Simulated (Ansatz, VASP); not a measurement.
**Two plane-wave programs on TaN**

The input POSCAR:

```
TaN
1.0
    2.9379988584      0.0000000000      0.0000000000
   -1.4689994292      2.5443816477      0.0000000000
    0.0000000000      0.0000000000      2.8830000000
Ta N
1 1
Direct
    0.3333333333      0.6666666667      0.5000000000
    0.0000000000      0.0000000000      0.0910509886
```

File INCAR.step1:

```
SYSTEM = TaN
PREC = Accurate
ENCUT = 520
ISMEAR = 0
SIGMA = 0.15
LREAL = .FALSE.
LASPH = .TRUE.
NELM = 80
NBANDS = 15
GGA = PE
ALGO = Normal
EDIFF = 1E-4
LWAVE = .TRUE.
LCHARG = .FALSE.
```

Contents of INCAR.step2:

```
SYSTEM = TaN
PREC = Accurate
ENCUT = 520
EDIFF = 1E-6
ISMEAR = 0
SIGMA = 0.15
LREAL = .FALSE.
LASPH = .TRUE.
NELM = 80
ALGO = Normal
ISIF = 2
LWAVE = .FALSE.
LCHARG = .TRUE.
METAGGA = R2SCAN
LMIXTAU = .TRUE.
LELF = .TRUE.
LVHAR = .TRUE.
NBANDS = 15
ISTART = 1
```

Contents of KPOINTS:

```
regular mesh
0
G
  18 18 16
  0 0 0
```

Input for Ansatz:

```yaml
crystal:
  lattice:
    - [2.9379988584, 0.0, 0.0]
    - [-1.4689994292, 2.5443816477, 0.0]
    - [0.0, 0.0, 2.883]
  atoms:
    - { symbol: Ta, position: [0.3333333333, 0.6666666667, 0.5] }
    - { symbol: "N", position: [0.0, 0.0, 0.0910509886] }
basis:
  ecutwfc: 500
kpoints:
  mp_grid: { grid: [18, 18, 16] }
hamiltonian:
  xc: r2scan
scf:
  occupations: { method: gaussian, width: 0.15 }
output:
  forces: true
  stress: true
  eigenvalues: true
  write_density: true
  write_potential: true
  elf: true
  volumetric_format: npy
```

Change from the starting cell: all N atoms moved +0.263 Å, as atom 2 along Cartesian [0 0 1].

Alike in both runs: task single point; functional r2SCAN; k mesh 18 × 18 × 16; occupations gaussian, width 0.15 eV; no spin polarisation.

|  | VASP | Ansatz |
| --- | --- | --- |
| version | VASP 6.6.1 | Ansatz 0.2.0 |
| potentials or method | VASP PAW PBE potentials, release 64 (Ta_pv, N), cutoff 520 eV | scalar-relativistic, plane waves, PAW |
| valence electrons in the cell | 16 | 18 |

|  | VASP | Ansatz | Ansatz less VASP |
| --- | --- | --- | --- |
| gap on the k mesh at the Fermi level (eV) | none | none | - |
| pressure (GPa) | 16.2 | 14.4 | -1.81 |
| traceless stress, the component that is largest in VASP (GPa) | 1.43 | 1.31 | -0.120 |
| rms of the force components (eV/Å) | 2.470 | 2.454 | -0.0156 |

VASP's potentials were made for PBE, not for r2SCAN. Atom by atom the forces differ by 0.016 eV/Å (rms over components). A gap of «none» marks a metal or a gap that the smearing closes. With one functional, cell and mesh, what is left measures potentials, basis and numerics. VASP's potentials hold 16 valence electrons a cell and Ansatz's 18, so a difference there can come from the potentials and not from the codes.

Spin-orbit coupling is off throughout.
